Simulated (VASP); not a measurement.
# TaSiF (P-6m2) in VASP: single point with PBE

Aim: the single point of TaSiF with PBE.

Everything below comes from runs of VASP 6.6.1. Logs are shortened: lines on timing, memory, paths and dates and some standing lists are left out, and cuts for length are marked.

## 1. The cell of the first run

Symmetry: P-6m2, No. 187, hexagonal system. Conventional cell: a = 3.684 Å, b = 3.684 Å, c = 4.141 Å, α = 90.00°, β = 90.00°, γ = 120.00°. Ta (site symmetry -6m2) has 6 Si at 2.97 Å and 6 F at 2.97 Å and 6 Ta at 3.68 Å within 3.9 Å. Si (site symmetry -6m2) has 3 F at 2.13 Å within 2.8 Å. Within 2.8 Å of F (site symmetry -6m2) lie 3 Si at 2.13 Å.

## 2. Single point, PBE

INCAR reads:

```
SYSTEM = TaSiF
ALGO     = Normal         ! electronic algorithm
EDIFF    = 1E-6           ! SCF threshold, eV
ENCUT    = 520            ! plane-wave cutoff, eV
GGA      = PE             ! functional
ISIF     = 2              ! what is computed and relaxed
ISMEAR   = 0              ! smearing method
LASPH    = .TRUE.         ! aspherical terms in the spheres
LCHARG   = .FALSE.        ! write CHGCAR
LREAL    = .FALSE.        ! projectors in reciprocal space
LWAVE    = .FALSE.        ! write WAVECAR
NBANDS   = 18             ! bands
NELM     = 60             ! most SCF steps
PREC     = Accurate       ! precision mode
SIGMA    = 0.1            ! smearing width, eV
```

KPOINTS reads:

```
k-points
0
G
  6 6 4
  0 0 0
```

POSCAR reads:

```
TaSiF
1.0
    3.6837701600      0.0000000000      0.0000000000
   -1.8418850800      3.1902385400      0.0000000000
    0.0000000000      0.0000000000      4.1414981100
Ta Si F
1 1 1
Direct
    0.6666666700      0.3333333300      0.0000000000
    0.3333333300      0.6666666700      0.5000000000
    0.0000000000      0.0000000000      0.5000000000
```

Potentials or basis: VASP PAW PBE potentials, release 64 (Ta_pv, Si, F).

Run with:

```console
$ cat potpaw_PBE.64/Ta_pv/POTCAR potpaw_PBE.64/Si/POTCAR potpaw_PBE.64/F/POTCAR > POTCAR
$ mpirun -np 1 vasp_std > vasp.out
```

OUTCAR:

```text
SYSTEM = TaSiF
   EDIFF = 1E-6
   ENCUT = 520
   GGA = PE
   ISIF = 2
   ISMEAR = 0
   LASPH = .TRUE.
   LREAL = .FALSE.
   NELM = 60
   PREC = Accurate

 ion  position               nearest neighbor table
   1  0.667  0.333  0.000-   2 2.97   2 2.97   2 2.97   2 2.97   2 2.97   2 2.97
   2  0.333  0.667  0.500-   3 2.13   3 2.13   3 2.13   1 2.97   1 2.97   1 2.97   1 2.97   1 2.97
                             1 2.97
   3  0.000  0.000  0.500-   2 2.13   2 2.13   2 2.13

  LATTYP: Found a hexagonal cell.
 ALAT       =     3.6837701600
 C/A-ratio  =     1.1242552956

  Lattice vectors:

 A1 = (   3.6837701600,   0.0000000000,   0.0000000000)
 A2 = (  -1.8418850800,   3.1902385400,   0.0000000000)
 A3 = (   0.0000000000,   0.0000000000,   4.1414981100)

Analysis of symmetry for initial positions (statically):
=====================================================================
 Subroutine PRICEL returns:
 Original cell was already a primitive cell.

 Routine SETGRP: Setting up the symmetry group for a
 hexagonal supercell.

 Subroutine GETGRP returns: Found 12 space group operations
 (whereof 12 operations were pure point group operations)
 out of a pool of 24 trial point group operations.

The static configuration has the point symmetry D_3h.

Analysis of symmetry for dynamics (positions and initial velocities):
=====================================================================
 Subroutine PRICEL returns:
 Original cell was already a primitive cell.

 Routine SETGRP: Setting up the symmetry group for a
 hexagonal supercell.

 Subroutine GETGRP returns: Found 12 space group operations
 (whereof 12 operations were pure point group operations)
 out of a pool of 24 trial point group operations.

The dynamic configuration has the point symmetry D_3h.

 Subroutine INISYM returns: Found 12 space group operations
 (whereof 12 operations are pure point group operations),
 and found     1 'primitive' translations

----------------------------------------------------------------------------------------

                                     Primitive cell

  volume of cell :      48.6713

  direct lattice vectors                    reciprocal lattice vectors
     3.683770160  0.000000000  0.000000000     0.271461019  0.156728092  0.000000000
    -1.841885080  3.190238540  0.000000000     0.000000000  0.313456184  0.000000000
     0.000000000  0.000000000  4.141498110     0.000000000  0.000000000  0.241458519

  length of vectors
     3.683770160  3.683770160  4.141498110     0.313456184  0.313456184  0.241458519

  position of ions in fractional coordinates (direct lattice)
     0.666666670  0.333333330  0.000000000
     0.333333330  0.666666670  0.500000000
     0.000000000  0.000000000  0.500000000

  ion indices of the primitive-cell ions
   primitive index   ion index
                 1           1
                 2           2
                 3           3

----------------------------------------------------------------------------------------

 KPOINTS: k-points

Automatic generation of k-mesh.
 Grid dimensions read from file:
 generate k-points for:    6    6    4

 Generating k-lattice:

  Cartesian coordinates                     Fractional coordinates (reciprocal lattice)
     0.045243503  0.026121349  0.000000000     0.166666667  0.000000000  0.000000000
     0.000000000  0.052242697  0.000000000     0.000000000  0.166666667  0.000000000
     0.000000000  0.000000000  0.060364630     0.000000000  0.000000000  0.250000000

  Length of vectors
     0.052242697  0.052242697  0.060364630

  Shift w.r.t. Gamma in fractional coordinates (k-lattice)
     0.000000000  0.000000000  0.000000000

 Subroutine IBZKPT returns following result:
 ===========================================

 Found     21 irreducible k-points:

 Following reciprocal coordinates:
            Coordinates               Weight
  0.000000  0.000000  0.000000      1.000000
  0.166667  0.000000  0.000000      6.000000
  0.333333 -0.000000  0.000000      6.000000
  0.500000 -0.000000  0.000000      3.000000
  0.166667  0.166667  0.000000      6.000000
  0.333333  0.166667  0.000000     12.000000
[... 13 lines left out ...]
  0.333333  0.166667  0.500000     12.000000
  0.333333  0.333333  0.500000      2.000000
   k-points           NKPTS =     21   k-points in BZ     NKDIM =     21   number of bands    NBANDS=     18
   number of dos      NEDOS =    301   number of ions     NIONS =      3
   total plane-waves  NPLWV =  25088
   dimension x,y,z NGX =    28 NGY =   28 NGZ =   32
   dimension x,y,z NGXF=    56 NGYF=   56 NGZF=   64
   ions per type =               1   1   1
   NGX,Y,Z   is equivalent  to a cutoff of  12.64, 12.64, 12.85 a.u.
   NGXF,Y,Z  is equivalent  to a cutoff of  25.27, 25.27, 25.69 a.u.
 SYSTEM =  TaSiF
   PREC   = accura    normal or accurate (medium, high low for compatibility)
   ISTART =      0    job   : 0-new  1-cont  2-samecut
   ICHARG =      2    charge: 1-file 2-atom 10-const
   ISPIN  =      1    spin polarized calculation?
   LNONCOLLINEAR =      F non collinear calculations
   LSORBIT =      F    spin-orbit coupling
   LASPH  =      T    aspherical Exc in radial PAW
   ENCUT  =  520.0 eV  38.22 Ry    6.18 a.u.   6.85  6.85  7.70*2*pi/ulx,y,z
   NELM   =     60;   NELMIN=  2; NELMDL= -5     # of ELM steps
   EDIFF  = 0.1E-05   stopping-criterion for ELM
   LREAL  =      F    real-space projection
   EDIFFG = 0.1E-04   stopping-criterion for IOM
   NSW    =      0    number of steps for IOM
   IBRION =     -1    ionic relax: 0-MD 1-quasi-New 2-CG
   NFREE  =      0    steps in history (QN), initial steepest desc. (CG)
   ISIF   =      2    stress and relaxation
   ISYM   =      2    0-nonsym 1-usesym 2-fastsym
   POTIM  = 0.5000    time-step for ionic-motion
   TEBEG  =    0.0;   TEEND  =   0.0 temperature during run
   PSTRESS=    0.0 pullay stress
   NELECT =      22.0000    total number of electrons
   NUPDOWN=      -1.0000    fix difference up-down
   EMIN   =  10.00;   EMAX   =-10.00  energy-range for DOS
   EFERMI =   0.00;   METHOD = LEGACY
   ISMEAR =     0;   SIGMA  =   0.10  broadening in eV -4-tet -1-fermi 0-gaus
   EFERMI_NEDOS =   21; number of points for ismear=-14 and -15
   IALGO  =     38    algorithm
   IMIX   =      4    mixing-type and parameters
     AMIX     =   0.40;   BMIX     =  1.00
     AMIX_MAG =   1.60;   BMIX_MAG =  1.00
  volume/ion in A,a.u.               =      16.22       109.48
  Fermi-wavevector in a.u.,A,eV,Ry     =   1.256391  2.374234 21.477032  1.578517
  Thomas-Fermi vector in A             =   2.390101
   LORBIT       =      0    0 simple, 1 ext, 2 COOP (PROOUT), +10 PAW based schemes
   GGA     = PE    functional components
   LHFCALC =     F    Hartree Fock is set to
   AEXX    =    0.0000 exact exchange contribution
   IVDW    =     0    specifies the selected vdW correction
   LEPSILON=     F    determine dielectric tensor
   LRPA    =     F    only Hartree local field effects (RPA)
 non-spin polarized calculation
 Gauss-broadening in eV      SIGMA  =   0.10
  energy-cutoff  :      520.00
  volume of cell :       48.67
 maximum number of plane-waves:      1328
 NGX is ok and might be reduce to    28
   NGX = 13   NGY = 13   NGZ = 15

 number of electron      21.9999997 magnetization

 Free energy of the ion-electron system (eV)
  ---------------------------------------------------
  ext. energy  EPLUGINS =         0.00000000
  ---------------------------------------------------
  free energy    TOTEN  =       -17.77918860 eV

  energy without entropy =      -17.76695488  energy(sigma->0) =      -17.77307174

 E-fermi :   5.7256     XC(G=0): -10.9726

 val. band max:        5.6436662752   @ k =   0.3333  -0.0000   0.5000
 cond. band min:       5.7462082125   @ k =   0.5000  -0.0000   0.2500
 fundamental gap:      0.1025419373
 Fermi energy:         5.7255757300

 k-point     1 :       0.0000    0.0000    0.0000
  band No.  band energies     occupation
      1     -29.6014      2.00000
      2     -29.5955      2.00000
      3     -29.5955      2.00000
      4     -19.6710      2.00000
      5      -2.6220      2.00000
      6      -1.7374      2.00000
[... 10 lines left out ...]
     17       9.1369      0.00000
     18      15.1300      0.00000

 k-point     2 :       0.1667    0.0000    0.0000
  band No.  band energies     occupation
      1     -29.6160      2.00000
      2     -29.6005      2.00000
      3     -29.5987      2.00000
      4     -19.6407      2.00000
      5      -3.4173      2.00000
      6      -1.8207      2.00000
[... 10 lines left out ...]
     17      10.8545      0.00000
     18      15.6227      0.00000

 k-point     3 :       0.3333   -0.0000    0.0000
  band No.  band energies     occupation
      1     -29.6567      2.00000
      2     -29.6106      2.00000
      3     -29.5933      2.00000
      4     -19.5805      2.00000
      5      -4.1376      2.00000
      6      -1.9787      2.00000
[... 10 lines left out ...]
     17      11.0959      0.00000
     18      14.3382      0.00000

 k-point     4 :       0.5000   -0.0000    0.0000
  band No.  band energies     occupation
      1     -29.6769      2.00000
      2     -29.6157      2.00000
      3     -29.5906      2.00000
      4     -19.5500      2.00000
      5      -4.3904      2.00000
      6      -2.0539      2.00000
[... 10 lines left out ...]
     17       9.6848      0.00000
     18      13.4904      0.00000

 k-point     5 :       0.1667    0.1667    0.0000
  band No.  band energies     occupation
      1     -29.6427      2.00000
      2     -29.6119      2.00000
      3     -29.5947      2.00000
      4     -19.5955      2.00000
      5      -3.9284      2.00000
      6      -2.1055      2.00000
[... 10 lines left out ...]
     17      11.5070      0.00000
     18      14.9507      0.00000

 k-point     6 :       0.3333    0.1667    0.0000
  band No.  band energies     occupation
      1     -29.6666      2.00000
      2     -29.6261      2.00000
      3     -29.5906      2.00000
      4     -19.5503      2.00000
      5      -4.2044      2.00000
      6      -2.4864      2.00000
[... 10 lines left out ...]
     17      10.9719      0.00000
     18      13.5633      0.00000

 k-point     7 :       0.3333    0.3333    0.0000
  band No.  band energies     occupation
      1     -29.6531      2.00000
      2     -29.6523      2.00000
      3     -29.5893      2.00000
      4     -19.5353      2.00000
      5      -4.0193      2.00000
      6      -3.0320      2.00000
[... 10 lines left out ...]
     17      11.9377      0.00000
     18      12.3401      0.00000

 k-point     8 :       0.0000    0.0000    0.2500
  band No.  band energies     occupation
      1     -29.6112      2.00000
      2     -29.5949      2.00000
      3     -29.5949      2.00000
      4     -19.6531      2.00000
      5      -2.5375      2.00000
      6      -1.7130      2.00000
[... 10 lines left out ...]
     17      10.7307      0.00000
     18      14.6739      0.00000
[... 166 lines left out ...]
     17      12.5188      0.00000
     18      14.4308      0.00000

 k-point    17 :       0.3333   -0.0000    0.5000
  band No.  band energies     occupation
      1     -29.6540      2.00000
      2     -29.6099      2.00000
      3     -29.6093      2.00000
      4     -19.5722      2.00000
      5      -3.7405      2.00000
      6      -2.0602      2.00000
[... 10 lines left out ...]
     17      11.8973      0.00000
     18      13.0452      0.00000

 k-point    18 :       0.5000   -0.0000    0.5000
  band No.  band energies     occupation
      1     -29.6737      2.00000
      2     -29.6143      2.00000
      3     -29.6062      2.00000
      4     -19.5505      2.00000
      5      -4.0984      2.00000
      6      -2.1714      2.00000
[... 10 lines left out ...]
     17      11.8063      0.00000
     18      12.2653      0.00000

 k-point    19 :       0.1667    0.1667    0.5000
  band No.  band energies     occupation
      1     -29.6404      2.00000
      2     -29.6117      2.00000
      3     -29.6106      2.00000
      4     -19.5827      2.00000
      5      -3.4984      2.00000
      6      -2.0981      2.00000
[... 10 lines left out ...]
     17      11.6306      0.00000
     18      13.2300      0.00000

 k-point    20 :       0.3333    0.1667    0.5000
  band No.  band energies     occupation
      1     -29.6637      2.00000
      2     -29.6244      2.00000
      3     -29.6062      2.00000
      4     -19.5503      2.00000
      5      -4.0125      2.00000
      6      -2.3881      2.00000
[... 10 lines left out ...]
     17      11.5810      0.00000
     18      11.9078      0.00000

 k-point    21 :       0.3333    0.3333    0.5000
  band No.  band energies     occupation
      1     -29.6511      2.00000
      2     -29.6495      2.00000
      3     -29.6043      2.00000
      4     -19.5393      2.00000
      5      -4.0826      2.00000
      6      -2.6475      2.00000
[... 10 lines left out ...]
     17      10.6624      0.00000
     18      11.6605      0.00000

------------------------ aborting loop because EDIFF is reached ----------------------------------------

  FORCE on cell =-STRESS in cart. coord.  units (eV):
  Direction    XX          YY          ZZ          XY          YZ          ZX
  --------------------------------------------------------------------------------------
  -------------------------------------------------------------------------------------
  Total       -2.1635053     -2.1635053     -4.5841178      0.0000000     -0.0000000      0.0000000
  in kB      -71.2189210    -71.2189210   -150.9013758      0.0000000     -0.0000000      0.0000000
  external PRESSURE =     -97.7797393 kB  Pullay stress =       0.0000000 kB

 VOLUME and BASIS-vectors are now :
 -----------------------------------------------------------------------------
  energy-cutoff  :      520.00
  volume of cell :       48.67
      direct lattice vectors                 reciprocal lattice vectors
     3.683770160  0.000000000  0.000000000     0.271461019  0.156728092  0.000000000
    -1.841885080  3.190238540  0.000000000     0.000000000  0.313456184  0.000000000
     0.000000000  0.000000000  4.141498110     0.000000000  0.000000000  0.241458519

 POSITION                                       TOTAL-FORCE (eV/Angst)
 -----------------------------------------------------------------------------------
      1.84189      1.06341      0.00000         0.000000     -0.000000      0.000000
     -0.00000      2.12683      2.07075        -0.000000     -0.000000      0.000000
      0.00000      0.00000      2.07075        -0.000000      0.000000      0.000000
 -----------------------------------------------------------------------------------
    total drift:                               -0.000007      0.000004      0.000000

  FREE ENERGIE OF THE ION-ELECTRON SYSTEM (eV)
  ---------------------------------------------------
  free  energy   TOTEN  =       -17.7791886015 eV

  energy  without entropy=      -17.7669548790  energy(sigma->0) =      -17.77307174
```

Wall time 21 s (1 thread of Intel Xeon Platinum 8259CL at 2.50GHz (Skylake/Cascade Lake), shared host); peak memory 0.17 GiB.

What came out:

* Free energy: -17.7792 eV
* Pressure: -9.8 GPa
* Band gap on the k mesh: zero (band 11 reaches 6.12 eV, above the bottom of band 12 at 5.49 eV)

Caveat: the k points lie up to 0.38 Å⁻¹ apart; spin-orbit coupling is left out, which moves the levels of the heavy elements.
